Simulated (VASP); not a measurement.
# Re (Fm-3m) in VASP: single point with PBE

Aim: the single point of Re with PBE.

Program: VASP 6.6.1. These are calculated values, not measurements. Logs are shortened: lines on timing, memory, paths and dates and some standing lists are left out, and cuts for length are marked.

### 1 The cell of the first run

Symmetry: Fm-3m, No. 225, cubic system. The conventional cell has a = 3.916 Å, b = 3.916 Å, c = 3.916 Å, α = 90.00°, β = 90.00°, γ = 90.00°. Re (site symmetry m-3m) has 12 Re at 2.77 Å within 3.7 Å.

### 2 Single point, PBE

INCAR

```
PREC = Accurate
ENCUT = 600
EDIFF = 1E-6
ISMEAR = -1
SIGMA = 0.1
LREAL = False
LASPH = True
NELM = 120
ALGO = Normal
ISIF = 2
LWAVE = False
LCHARG = True
GGA = PE
LELF = True
LVHAR = True
NBANDS = 22
GGA_COMPAT = False
```

KPOINTS

```
regular mesh
0
Gamma
  2 2 2
```

POSCAR

```
Re
1.0
    3.9164419200      0.0000000000      0.0000000000
    0.0000000000      3.9164419200      0.0000000000
    0.0000000000      0.0000000000      3.9164419200
Re
4
Direct
    0.5000000000      0.5000000000      0.0000000000
    0.0000000000      0.0000000000      0.0000000000
    0.5000000000      0.0000000000      0.5000000000
    0.0000000000      0.5000000000      0.5000000000
```

Potentials or basis: VASP PAW PBE potentials, release 64 (Re).

Launch:

```sh
$ cat potpaw_PBE.64/Re/POTCAR > POTCAR
$ mpirun -np 1 vasp_std > vasp.out
```

OUTCAR:

```text
PREC = Accurate
   ENCUT = 600
   EDIFF = 1E-6
   ISMEAR = -1
   LREAL = False
   LASPH = True
   NELM = 120
   ISIF = 2
   GGA = PE

 ion  position               nearest neighbor table
   1  0.500  0.500  0.000-   2 2.77   3 2.77   4 2.77   3 2.77   4 2.77   2 2.77   3 2.77   3 2.77
                             2 2.77   4 2.77   4 2.77   2 2.77
   2  0.000  0.000  0.000-   1 2.77   3 2.77   4 2.77   3 2.77   4 2.77   1 2.77   4 2.77   4 2.77
                             1 2.77   3 2.77   3 2.77   1 2.77
   3  0.500  0.000  0.500-   1 2.77   2 2.77   4 2.77   1 2.77   2 2.77   1 2.77   4 2.77   1 2.77
                             2 2.77   4 2.77   2 2.77   4 2.77
   4  0.000  0.500  0.500-   1 2.77   2 2.77   3 2.77   1 2.77   2 2.77   2 2.77   3 2.77   2 2.77
                             1 2.77   3 2.77   1 2.77   3 2.77

  LATTYP: Found a simple cubic cell.
 ALAT       =     3.9164419200

  Lattice vectors:

 A1 = (   3.9164419200,   0.0000000000,   0.0000000000)
 A2 = (   0.0000000000,   3.9164419200,   0.0000000000)
 A3 = (   0.0000000000,   0.0000000000,   3.9164419200)

Analysis of symmetry for initial positions (statically):
=====================================================================
 Subroutine PRICEL returns following result:

  LATTYP: Found a face centered cubic cell.
 ALAT       =     3.9164419200

  Lattice vectors:

 A1 = (   1.9582209600,  -1.9582209600,   0.0000000000)
 A2 = (   1.9582209600,   0.0000000000,   1.9582209600)
 A3 = (   0.0000000000,  -1.9582209600,   1.9582209600)

   4 primitive cells build up your supercell.

 Routine SETGRP: Setting up the symmetry group for a
 simple cubic supercell.

 Subroutine GETGRP returns: Found 48 space group operations
[... 5 lines left out ...]
Analysis of symmetry for dynamics (positions and initial velocities):
=====================================================================
 Subroutine PRICEL returns following result:

  LATTYP: Found a face centered cubic cell.
 ALAT       =     3.9164419200

  Lattice vectors:

 A1 = (   1.9582209600,  -1.9582209600,   0.0000000000)
 A2 = (   1.9582209600,   0.0000000000,   1.9582209600)
 A3 = (   0.0000000000,  -1.9582209600,   1.9582209600)

   4 primitive cells build up your supercell.

 Routine SETGRP: Setting up the symmetry group for a
 simple cubic supercell.

 Subroutine GETGRP returns: Found 48 space group operations
[... 5 lines left out ...]
 Subroutine INISYM returns: Found 48 space group operations
 (whereof 48 operations are pure point group operations),
 and found     4 'primitive' translations

[... 69 lines left out ...]
   ENCUT  =  600.0 eV  44.10 Ry    6.64 a.u.   7.82  7.82  7.82*2*pi/ulx,y,z
   NELM   =    120;   NELMIN=  2; NELMDL= -5     # of ELM steps
   EDIFF  = 0.1E-05   stopping-criterion for ELM
   LREAL  =      F    real-space projection
   EDIFFG = 0.1E-04   stopping-criterion for IOM
   NSW    =      0    number of steps for IOM
   IBRION =     -1    ionic relax: 0-MD 1-quasi-New 2-CG
   NFREE  =      0    steps in history (QN), initial steepest desc. (CG)
   ISIF   =      2    stress and relaxation
   ISYM   =      2    0-nonsym 1-usesym 2-fastsym
   POTIM  = 0.5000    time-step for ionic-motion
   TEBEG  =    0.0;   TEEND  =   0.0 temperature during run
   PSTRESS=    0.0 pullay stress
   NELECT =      28.0000    total number of electrons
   NUPDOWN=      -1.0000    fix difference up-down
   EMIN   =  10.00;   EMAX   =-10.00  energy-range for DOS
   EFERMI =   0.00;   METHOD = LEGACY
   ISMEAR =    -1;   SIGMA  =   0.10  broadening in eV -4-tet -1-fermi 0-gaus
   EFERMI_NEDOS =   21; number of points for ismear=-14 and -15
   IALGO  =     38    algorithm
   IMIX   =      4    mixing-type and parameters
     AMIX     =   0.40;   BMIX     =  1.00
     AMIX_MAG =   1.60;   BMIX_MAG =  1.00
  volume/ion in A,a.u.               =      15.02       101.35
  Fermi-wavevector in a.u.,A,eV,Ry     =   1.269314  2.398656 21.921144  1.611159
  Thomas-Fermi vector in A             =   2.402362
   LORBIT       =      0    0 simple, 1 ext, 2 COOP (PROOUT), +10 PAW based schemes
   GGA     = PE    functional components
   LHFCALC =     F    Hartree Fock is set to
   AEXX    =    0.0000 exact exchange contribution
   IVDW    =     0    specifies the selected vdW correction
   LEPSILON=     F    determine dielectric tensor
   LRPA    =     F    only Hartree local field effects (RPA)
 non-spin polarized calculation
  energy-cutoff  :      600.00
  volume of cell :       60.07
 maximum number of plane-waves:      2008
 NGX is ok and might be reduce to    32
   NGX = 15   NGY = 15   NGZ = 15

 number of electron      28.0000004 magnetization

 Free energy of the ion-electron system (eV)
  ---------------------------------------------------
  ext. energy  EPLUGINS =         0.00000000
  ---------------------------------------------------
  free energy    TOTEN  =       -48.11810859 eV

  energy without entropy =      -47.79981082  energy(sigma->0) =      -47.95895971

 E-fermi :   8.0995     XC(G=0): -13.6067

 val. band max:        7.5951831467   @ k =   0.5000   0.5000   0.0000
 cond. band min:       8.1198585060   @ k =   0.5000   0.5000   0.5000
 fundamental gap:      0.5246753593
 Fermi energy:         8.0994506310

 k-point     1 :       0.0000    0.0000    0.0000
  band No.  band energies     occupation
      1      -2.0973      2.00000
      2       1.3106      2.00000
      3       1.3106      2.00000
      4       1.3106      2.00000
      5       2.0626      2.00000
      6       2.0626      2.00000
[... 89 lines left out ...]
     21      11.6390      0.00000
     22      11.6390      0.00000

------------------------ aborting loop because EDIFF is reached ----------------------------------------

  FORCE on cell =-STRESS in cart. coord.  units (eV):
  Direction    XX          YY          ZZ          XY          YZ          ZX
  --------------------------------------------------------------------------------------
  -------------------------------------------------------------------------------------
  Total        0.4102784      0.4102784      0.4102784     -0.0000000     -0.0000000     -0.0000000
  in kB       10.9424405     10.9424405     10.9424405     -0.0000000     -0.0000000     -0.0000000
  external PRESSURE =      10.9424405 kB  Pullay stress =       0.0000000 kB

 VOLUME and BASIS-vectors are now :
 -----------------------------------------------------------------------------
  energy-cutoff  :      600.00
  volume of cell :       60.07
      direct lattice vectors                 reciprocal lattice vectors
     3.916441920  0.000000000  0.000000000     0.255333801  0.000000000  0.000000000
     0.000000000  3.916441920  0.000000000     0.000000000  0.255333801  0.000000000
     0.000000000  0.000000000  3.916441920     0.000000000  0.000000000  0.255333801

 POSITION                                       TOTAL-FORCE (eV/Angst)
 -----------------------------------------------------------------------------------
      1.95822      1.95822      0.00000        -0.000000     -0.000000     -0.000000
      0.00000      0.00000      0.00000         0.000000     -0.000000      0.000000
      1.95822      0.00000      1.95822        -0.000000      0.000000     -0.000000
      0.00000      1.95822      1.95822         0.000000     -0.000000      0.000000
 -----------------------------------------------------------------------------------
    total drift:                                0.000000     -0.000000     -0.000000

  FREE ENERGIE OF THE ION-ELECTRON SYSTEM (eV)
  ---------------------------------------------------
  free  energy   TOTEN  =       -48.1181085942 eV

  energy  without entropy=      -47.7998108174  energy(sigma->0) =      -47.95895971
```

OSZICAR:

```text
N       E                     dE             d eps       ncg     rms          rms(c)
DAV:   1     0.204071962020E+03    0.20407E+03   -0.13025E+04   316   0.167E+03
DAV:   2    -0.175675932566E+02   -0.22164E+03   -0.20077E+03   334   0.650E+02
DAV:   3    -0.479566580447E+02   -0.30389E+02   -0.24819E+02   326   0.410E+02
DAV:   4    -0.508757495507E+02   -0.29191E+01   -0.23789E+01   312   0.961E+01
DAV:   5    -0.511136483015E+02   -0.23790E+00   -0.23115E+00   300   0.221E+01    0.572E+01
DAV:   6    -0.488235667346E+02    0.22901E+01   -0.24246E+00   290   0.334E+01    0.225E+01
DAV:   7    -0.481284033420E+02    0.69516E+00   -0.16430E+00   298   0.271E+01    0.123E+00
DAV:   8    -0.481220529272E+02    0.63504E-02   -0.49445E-02   304   0.326E+00    0.556E-01
DAV:   9    -0.481183058467E+02    0.37471E-02   -0.65980E-03   298   0.757E-01    0.253E-01
DAV:  10    -0.481181863030E+02    0.11954E-03   -0.18173E-03   296   0.969E-01    0.122E-01
DAV:  11    -0.481181247453E+02    0.61558E-04   -0.28377E-04   314   0.157E-01    0.266E-02
DAV:  12    -0.481181102836E+02    0.14462E-04   -0.19726E-05   296   0.731E-02    0.528E-03
DAV:  13    -0.481181088816E+02    0.14020E-05   -0.67770E-07   124   0.288E-02    0.694E-03
DAV:  14    -0.481181085942E+02    0.28743E-06   -0.51035E-07   130   0.158E-02
   1 F= -.48118109E+02 E0= -.47958960E+02  d E =-.318298E+00
```

stdout:

```text
POSCAR found type information on POSCAR Re
 POSCAR found :  1 types and       4 ions
 scaLAPACK will be used
 LDA part: xc-table for (Slater+PW92), standard interpolation
 POSCAR, INCAR and KPOINTS ok, starting setup
 FFT: planning ... GRIDC
 FFT: planning ... GRID_SOFT
 FFT: planning ... GRID
 WAVECAR not read
 entering main loop
```

Wall time 13 s (1 thread of Intel Xeon Platinum 8259CL at 2.50GHz (Skylake/Cascade Lake), shared host); peak memory 0.17 GiB.

What came out:

```yaml
Free_energy: -48.1181 eV
Pressure: 1.1 GPa
Band_gap_on_the_k_mesh: zero (band 14 reaches 10.57 eV, above the bottom of band 15 at 7.60 eV)
```

Levels at points of the mesh, in eV from the Fermi level:
```csv
k point,band 9,band 10,band 11,band 12,band 13,band 14,band 15,band 16
"(0.00, 0.00, 0.00)",-2.07,-2.07,1.09,1.09,2.47,2.47,2.47,3.53
"(0.50, 0.00, 0.00)",-3.39,-3.39,-1.39,-1.39,0.06,0.06,0.16,0.16
"(0.50, 0.50, 0.00)",-3.11,-3.11,-3.11,-3.11,-0.50,-0.50,-0.50,-0.50
"(0.50, 0.50, 0.50)",-2.23,-2.23,-2.23,-2.23,0.02,0.02,0.02,0.02
```

Caveat: the k points lie up to 0.80 Å⁻¹ apart; spin-orbit coupling is left out, which moves the levels of the heavy elements.
